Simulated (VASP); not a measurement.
Here is a VASP 6.6.1 calculation.

File INCAR:

```
ALGO     = Normal         # electronic algorithm
EDIFF    = 1E-8           # SCF threshold, eV
ENCUT    = 520            # plane-wave cutoff, eV
GGA      = PE             # functional
ISIF     = 2              # what is computed and relaxed
ISMEAR   = -1             # smearing method
LASPH    = True           # aspherical terms in the spheres
LCHARG   = False          # write CHGCAR
LEFG     = True         
LREAL    = False          # projectors in reciprocal space
LWAVE    = False          # write WAVECAR
NBANDS   = 16             # bands
NELM     = 80             # most SCF steps
PREC     = Accurate       # precision mode
SIGMA    = 0.01           # smearing width, eV
```

Contents of KPOINTS:

```
k-points
0
Gamma
  8 8 8
```

The input POSCAR:

```
ZnS
1.0
    0.0000000000      2.6505570000      2.7046500000
    2.6505570000      0.0000000000      2.7046500000
    2.6505570000      2.6505570000      0.0000000000
Zn S
1 1
Direct
    0.0000000000      0.0000000000      0.0000000000
    0.7500000000      0.7500000000      0.7500000000
```

Potentials or basis: VASP PAW PBE potentials, release 64 (Zn, S).

Run with:

```sh
$ cat potpaw_PBE.64/Zn/POTCAR potpaw_PBE.64/S/POTCAR > POTCAR
$ mpirun -np 1 vasp_std > vasp.out
```

Estimate the pressure.

4.9 GPa.

Estimate the band gap on the k mesh.

2.25 eV, direct.

Stress tensor (GPa, compression positive):
```
5.15 0.00 0.00
0.00 5.15 0.00
0.00 0.00 4.34
```

Caveat: the cell differs from its parent crystal (equal xx and yy strain of -2 %); without QUAD_EFG the Cq values of the log hold for a quadrupole moment of 1 mb, not for the nuclei.
